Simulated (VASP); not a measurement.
# PbF2 (Fm-3m) in VASP: a series of runs

PbF2 is run at these levels: PBE+D3(BJ); tasks: elastic constants.

All numbers are computed with VASP 6.6.1; they aren't measurements. Logs are shortened: lines on timing, memory, paths and dates and some standing lists are left out, and cuts for length are marked.

## 1. The cell of the first run

Symmetry: Fm-3m, No. 225, cubic system. Conventional cell: a = 5.732 Å, b = 5.732 Å, c = 5.732 Å, α = 90.00°, β = 90.00°, γ = 90.00°. Pb (site symmetry m-3m) has 8 F at 2.48 Å within 3.3 Å. F (site symmetry -43m) has 4 Pb at 2.48 Å and 6 F at 2.87 Å within 3.3 Å.

## 2. Elastic constants, PBE+D3(BJ)

INCAR reads:

```
SYSTEM = PbF2
PREC = Accurate ; ENCUT = 600
EDIFF = 1E-8 ; ISMEAR = 0
SIGMA = 0.01 ; LREAL = .False.
LASPH = .True. ; NELM = 80
ALGO = Normal ; ISIF = 3
LWAVE = .False. ; LCHARG = .True.
GGA = PE ; IVDW = 12
NBANDS = 21 ; IBRION = 6
NFREE = 2 ; POTIM = 0.015
NSW = 1
```

KPOINTS reads:

```
Automatic mesh
0
Gamma
  8 8 8
  0 0 0
```

POSCAR reads:

```
PbF2
1.0
    0.0000000000      2.8659937546      2.8659937546
    2.8659937546      0.0000000000      2.8659937546
    2.8659937546      2.8659937546      0.0000000000
Pb F
1 2
Direct
    0.0000000000      0.0000000000      0.0000000000
    0.2500000000      0.2500000000      0.2500000000
    0.7500000000      0.7500000000      0.7500000000
```

Potentials or basis: VASP PAW PBE potentials, release 64 (Pb_d, F).

Command:

```console
$ cat potpaw_PBE.64/Pb_d/POTCAR potpaw_PBE.64/F/POTCAR > POTCAR
$ mpirun -np 1 vasp_std > vasp.out
```

OUTCAR:

```text
SYSTEM = PbF2
   PREC = Accurate
   ENCUT = 600
   EDIFF = 1E-8
   ISMEAR = 0
   LREAL = .False.
   LASPH = .True.
   NELM = 80
   ISIF = 3
   GGA = PE
   IVDW = 12
   IBRION = 6
   NFREE = 2
   POTIM = 0.015
   NSW = 1
 IVDW          = 12

 ion  position               nearest neighbor table
   1  0.000  0.000  0.000-   3 2.48   3 2.48   3 2.48   2 2.48   3 2.48   2 2.48   2 2.48   2 2.48

   2  0.250  0.250  0.250-   1 2.48   1 2.48   1 2.48   1 2.48
   3  0.750  0.750  0.750-   1 2.48   1 2.48   1 2.48   1 2.48

  LATTYP: Found a face centered cubic cell.
 ALAT       =     5.7319875092

  Lattice vectors:

 A1 = (   0.0000000000,   2.8659937546,   2.8659937546)
 A2 = (   2.8659937546,   0.0000000000,   2.8659937546)
 A3 = (   2.8659937546,   2.8659937546,   0.0000000000)

Analysis of symmetry for initial positions (statically):
=====================================================================
 Subroutine PRICEL returns:
 Original cell was already a primitive cell.

 Routine SETGRP: Setting up the symmetry group for a
 face centered cubic supercell.

 Subroutine GETGRP returns: Found 48 space group operations
 (whereof 48 operations were pure point group operations)
 out of a pool of 48 trial point group operations.

The static configuration has the point symmetry O_h .

Analysis of symmetry for dynamics (positions and initial velocities):
=====================================================================
 Subroutine PRICEL returns:
 Original cell was already a primitive cell.

 Routine SETGRP: Setting up the symmetry group for a
 face centered cubic supercell.

 Subroutine GETGRP returns: Found 48 space group operations
 (whereof 48 operations were pure point group operations)
 out of a pool of 48 trial point group operations.

The dynamic configuration has the point symmetry O_h .

 Subroutine INISYM returns: Found 48 space group operations
 (whereof 48 operations are pure point group operations),
 and found     1 'primitive' translations

----------------------------------------------------------------------------------------

                                     Primitive cell

  volume of cell :      47.0821

  direct lattice vectors                    reciprocal lattice vectors
     0.000000000  2.865993755  2.865993755    -0.174459557  0.174459557  0.174459557
     2.865993755  0.000000000  2.865993755     0.174459557 -0.174459557  0.174459557
     2.865993755  2.865993755  0.000000000     0.174459557  0.174459557 -0.174459557

  length of vectors
     4.053127237  4.053127237  4.053127237     0.302172816  0.302172816  0.302172816

  position of ions in fractional coordinates (direct lattice)
     0.000000000  0.000000000  0.000000000
     0.250000000  0.250000000  0.250000000
     0.750000000  0.750000000  0.750000000

  ion indices of the primitive-cell ions
   primitive index   ion index
                 1           1
                 2           2
                 3           3

----------------------------------------------------------------------------------------

 KPOINTS: Automatic mesh

Automatic generation of k-mesh.
 Grid dimensions read from file:
 generate k-points for:    8    8    8

 Generating k-lattice:

[... 76 lines left out ...]
   ISMEAR =     0;   SIGMA  =   0.01  broadening in eV -4-tet -1-fermi 0-gaus
   EFERMI_NEDOS =   21; number of points for ismear=-14 and -15
   IALGO  =     38    algorithm
   IMIX   =      4    mixing-type and parameters
     AMIX     =   0.40;   BMIX     =  1.00
     AMIX_MAG =   1.60;   BMIX_MAG =  1.00
  volume/ion in A,a.u.               =      15.69       105.91
  Fermi-wavevector in a.u.,A,eV,Ry     =   1.376709  2.601603 25.787513  1.895329
  Thomas-Fermi vector in A             =   2.501929
   LORBIT       =      0    0 simple, 1 ext, 2 COOP (PROOUT), +10 PAW based schemes
   GGA     = PE    functional components
   LHFCALC =     F    Hartree Fock is set to
   AEXX    =    0.0000 exact exchange contribution
   IVDW    =    12    specifies the selected vdW correction
   LEPSILON=     F    determine dielectric tensor
   LRPA    =     F    only Hartree local field effects (RPA)
 finite differences with symmetry
 non-spin polarized calculation
 Gauss-broadening in eV      SIGMA  =   0.01
  energy-cutoff  :      600.00
  volume of cell :       47.08
 maximum number of plane-waves:      1591
   NGX = 17   NGY = 17   NGZ = 17

--------------------------------------- Ionic step        1  -------------------------------------------

 number of electron      27.9999987 magnetization

 Free energy of the ion-electron system (eV)
  ---------------------------------------------------
  ext. energy  EPLUGINS =         0.00000000
  ---------------------------------------------------
  free energy    TOTEN  =       -14.10940873 eV

  energy without entropy =      -14.10940873  energy(sigma->0) =      -14.10940873

------------------------ aborting loop because EDIFF is reached ----------------------------------------

 Edisp (eV)   -0.50829

 E8    (eV) :    -0.2180
[... 108 lines left out ...]
  FREE ENERGIE OF THE ION-ELECTRON SYSTEM (eV)
  ---------------------------------------------------
  free  energy   TOTEN  =       -14.5654524616 eV

  energy  without entropy=      -14.5654524616  energy(sigma->0) =      -14.56545246

[... ionic steps 4 to 14 ...]

--------------------------------------- Ionic step       15  -------------------------------------------

 number of electron      27.9999986 magnetization

------------------------ aborting loop because EDIFF is reached ----------------------------------------
[... 77 lines left out ...]
--------------------------------------- Ionic step       17  -------------------------------------------

 number of electron      27.9999992 magnetization

 Free energy of the ion-electron system (eV)
  ---------------------------------------------------
  ext. energy  EPLUGINS =         0.00000000
  ---------------------------------------------------
  free energy    TOTEN  =       -14.10896441 eV

  energy without entropy =      -14.10896441  energy(sigma->0) =      -14.10896441

 E-fermi :   3.3165     XC(G=0):  -9.9192

 val. band max:        3.2330212269   @ k =   0.5000   0.2500  -0.2500
 cond. band min:       7.6030747168   @ k =   0.5000   0.5000   0.0000
 fundamental gap:      4.3700534898
 Fermi energy:         3.3165322000

 k-point     1 :       0.0000    0.0000    0.0000
  band No.  band energies     occupation
      1     -18.7787      2.00000
      2     -17.9579      2.00000
      3     -11.4034      2.00000
      4     -11.4034      2.00000
      5     -11.4033      2.00000
      6     -11.2911      2.00000
[... 565 lines left out ...]
     20      19.9593      0.00000
     21      20.1715      0.00000

 [... further k-points ...]

------------------------ aborting loop because EDIFF is reached ----------------------------------------

 Edisp (eV)   -0.50829

 E8    (eV) :    -0.2180
[... 26 lines left out ...]
  FREE ENERGIE OF THE ION-ELECTRON SYSTEM (eV)
  ---------------------------------------------------
  free  energy   TOTEN  =       -14.6172509738 eV

  energy  without entropy=      -14.6172509738  energy(sigma->0) =      -14.61725097

 INTERNAL STRAIN TENSORS FROM STRAINED CELLS
 ============================================

 INTERNAL STRAIN TENSOR FOR ION    1 for displacements in x,y,z  (eV/Angst):
          X           Y           Z          XY          YZ          ZX
  --------------------------------------------------------------------------------
  x    -0.00000    -0.00000     0.00000     0.00000     0.00000    -0.00000
  y    -0.00000     0.00000    -0.00000    -0.00000    -0.00000    -0.00000
  z     0.00000    -0.00000    -0.00000     0.00000    -0.00000     0.00000

 INTERNAL STRAIN TENSORS FROM DISPLACED ATOMS
 ============================================

 INTERNAL STRAIN TENSOR FOR ION    1 for displacements in x,y,z  (eV/Angst):
          X           Y           Z          XY          YZ          ZX
  --------------------------------------------------------------------------------
  x     0.00000     0.00000     0.00000     0.00000     0.00000     0.00000
  y     0.00000     0.00000     0.00000     0.00000     0.00000     0.00000
  z     0.00000     0.00000     0.00000     0.00000     0.00000     0.00000

 INTERNAL STRAIN TENSOR FOR ION    3 for displacements in x,y,z  (eV/Angst):
          X           Y           Z          XY          YZ          ZX
  --------------------------------------------------------------------------------
  x     0.00000     0.00000     0.00000     0.00000     5.79659     0.00000
  y     0.00000     0.00000     0.00000     0.00000     0.00000     5.79659
  z     0.00000     0.00000     0.00000     5.79659     0.00000     0.00000

 Eigenvectors and eigenvalues of the dynamical matrix
 ----------------------------------------------------

   1 f  =    8.926554 THz    56.087195 2PiTHz  297.757804 cm-1    36.917246 meV
             X         Y         Z           dx          dy          dz
      0.000000  0.000000  0.000000     0.000000    0.000000    0.000000
      1.432997  1.432997  1.432997     0.000000    0.000000   -0.707107
      4.298991  4.298991  4.298991    -0.000000   -0.000000    0.707107
[... 43 lines left out ...]
   9 f/i=    0.010114 THz     0.063546 2PiTHz    0.337355 cm-1     0.041827 meV
             X         Y         Z           dx          dy          dz
      0.000000  0.000000  0.000000    -0.128073    0.096525    0.904378
      1.432997  1.432997  1.432997    -0.038991    0.029386    0.275329
      4.298991  4.298991  4.298991    -0.038991    0.029386    0.275329

--------------------------------------------------------------------------------------------------------

 ELASTIC MODULI CONTR FROM IONIC RELAXATION (kBar)
 Direction    XX          YY          ZZ          XY          YZ          ZX
 --------------------------------------------------------------------------------
 XX          -0.0000     -0.0000      0.0000      0.0000     -0.0000     -0.0000
 YY          -0.0000     -0.0000      0.0000      0.0000     -0.0000     -0.0000
 ZZ           0.0000      0.0000     -0.0000     -0.0000      0.0000      0.0000
 XY           0.0000      0.0000     -0.0000   -369.1948      0.0000      0.0000
 YZ          -0.0000     -0.0000      0.0000      0.0000   -369.1948     -0.0000
 ZX          -0.0000     -0.0000      0.0000      0.0000     -0.0000   -369.1948
 --------------------------------------------------------------------------------

 TOTAL ELASTIC MODULI (kBar)
 Direction    XX          YY          ZZ          XY          YZ          ZX
 --------------------------------------------------------------------------------
 XX        1372.2085    923.8294    923.8294      0.0000     -0.0000     -0.0000
 YY         923.8294   1372.2085    923.8294     -0.0000      0.0000     -0.0000
 ZZ         923.8294    923.8294   1372.2085     -0.0000     -0.0000     -0.0000
 XY           0.0000     -0.0000     -0.0000    197.7767      0.0000      0.0000
 YZ          -0.0000      0.0000     -0.0000      0.0000    197.7767     -0.0000
 ZX          -0.0000     -0.0000     -0.0000      0.0000     -0.0000    197.7767
 --------------------------------------------------------------------------------
```

Wall time 6.8 min (1 thread of Intel Xeon 6975P-C (Granite Rapids), shared host); peak memory 0.4 GiB.

What came out:

| Quantity | Value |
| --- | --- |
| Elastic constants C11, C12, C44 | 137, 92, 20 GPa |
| Voigt bulk modulus | 107 GPa |
| Highest phonon frequency at Γ, LO-TO splitting left out | 298 cm⁻¹ |
| Dispersion energy per atom | -0.169 eV |

Phonon frequencies in cm⁻¹ (negative: imaginary):
| q point | frequencies |
| --- | --- |
| (0.000, 0.000, 0.000) | 0 0 0 172 172 172 298 298 298 |

Elastic tensor in Voigt notation (GPa, in the Cartesian axes of the cell as first typed):
```
137  92  92   0   0   0
 92 137  92   0   0   0
 92  92 137   0   0   0
  0   0   0  20   0   0
  0   0   0   0  20   0
  0   0   0   0   0  20
```

Clamped-ion elastic tensor (GPa):
```
137  92  92   0   0   0
 92 137  92   0   0   0
 92  92 137   0   0   0
  0   0   0  57   0   0
  0   0   0   0  57   0
  0   0   0   0   0  57
```

Caveat: the cell is under stress, which shifts elastic constants; spin-orbit coupling is left out, which moves the levels of the heavy elements.

(Part 1 of 2 ends here.)
